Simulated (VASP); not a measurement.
Ti6HC: relaxation of the atoms with PBEsol

Ti6HC, a slab with vacuum:

```
Ti C H
1.0
     2.86791    0.00000    0.00000
     0.00000    4.05584    0.00000
     0.00000    0.00000   27.26978
Ti C H
6 1 1
Direct
  0.50000 0.50000 0.31170
  0.00000 0.00000 0.36428
  0.50000 0.50000 0.41687
  0.00000 0.00000 0.46967
  0.50000 0.50000 0.52161
  0.00000 0.00000 0.56993
  0.50000 0.50000 0.60880
  0.50000 0.50000 0.64914
```

| Property | Result |
| --- | --- |
| Program | VASP 6.6.1 |
| Task | relaxation of the atoms |
| Functional | PBEsol |
| Potentials or basis | VASP PAW PBE potentials, release 64 (Ti_sv, C, H) |
| Cutoff | 520 eV |
| k mesh | 10 × 7 × 1 |
| Occupations | gaussian, width 0.1 eV |
| Spin | no spin polarisation |
| Dipole correction | yes |
| Atoms held fixed (from 0) | [0, 1, 2] |
| Further INCAR settings | ALGO = Normal; EDIFF = 1e-07; NELMDL = -8; IBRION = 2; EDIFFG = -0.03; NSW = 90 |

```yaml
Energy_gained_by_relaxing: 144.8 meV/atom
Ionic_steps: 29
Band_gap_on_the_k_mesh: zero (an odd number of electrons rules out a gap without spin polarisation)
```

Step by step:
| step | energy change (eV) | largest force on free atoms (eV/Å) | pressure (GPa) |
| --- | --- | --- | --- |
| 1 | 0.0000 | 3.8193 | -3.13 |
| 2 | -0.5093 | 3.3445 | -3.87 |
| 3 | -0.5095 | 3.3119 | -3.87 |
| 4 | -0.9960 | 1.8444 | -3.63 |
| 5 | -1.0681 | 0.6406 | -3.36 |
| 6 | -1.0660 | 1.7102 | -3.18 |
| 7 | -1.0848 | 0.4640 | -3.28 |
| 8 | -1.1052 | 0.3893 | -3.23 |
| 9 | -1.1245 | 0.3802 | -3.08 |
| 10 | -1.1363 | 0.2087 | -2.92 |
| 11 | -1.1397 | 0.1786 | -2.76 |
| 12 | -1.1434 | 0.3344 | -2.82 |
| 13 | -1.1435 | 0.2904 | -2.81 |
| 14 | -1.1459 | 0.1649 | -2.81 |
| 15 | -1.1471 | 0.1503 | -2.81 |
| 16 | -1.1478 | 0.1476 | -2.81 |
| 17 | -1.1499 | 0.1397 | -2.77 |
| 18 | -1.1529 | 0.1226 | -2.71 |
| 19 | -1.1543 | 0.1533 | -2.59 |
| 20 | -1.1555 | 0.1223 | -2.57 |
| 21 | -1.1559 | 0.1684 | -2.55 |
| 22 | -1.1563 | 0.2340 | -2.54 |
| 23 | -1.1566 | 0.1171 | -2.55 |
| 24 | -1.1576 | 0.0739 | -2.51 |
| 25 | -1.1580 | 0.0584 | -2.46 |
| 26 | -1.1582 | 0.0640 | -2.44 |
| 27 | -1.1582 | 0.0568 | -2.44 |
| 28 | -1.1582 | 0.0691 | -2.41 |
| 29 | -1.1583 | 0.0190 | -2.43 |

Final structure:
```
Ti C H
1.0
     2.86791    0.00000    0.00000
     0.00000    4.05584    0.00000
     0.00000    0.00000   27.26978
Ti C H
6 1 1
Direct
  0.50000 0.50000 0.31170
  0.00000 0.00000 0.36428
  0.50000 0.50000 0.41687
  0.00000 0.00000 0.47285
  0.50000 0.50000 0.51983
  0.00000 0.00000 0.57651
  0.50000 0.50000 0.59344
  0.50000 0.50000 0.63436
```

Levels at points of the mesh, in eV from the Fermi level:
```csv
k point,band 36,band 37,band 38,band 39,band 40,band 41
"(0.00, 0.00, 0.00)",-0.37,-0.02,0.11,0.17,0.29,0.67
"(0.50, 0.00, 0.00)",-1.01,-0.84,-0.32,-0.31,0.19,0.27
```

It took 63 min on 4 MPI ranks on Intel(R) Xeon(R) Platinum 8259CL CPU @ 2.50GHz (Skylake/Cascade Lake) (shared host), peak memory 0.61 GiB a rank.

Caveat: the PAW data sets were made with another functional, which shifts forces and pressure a little.
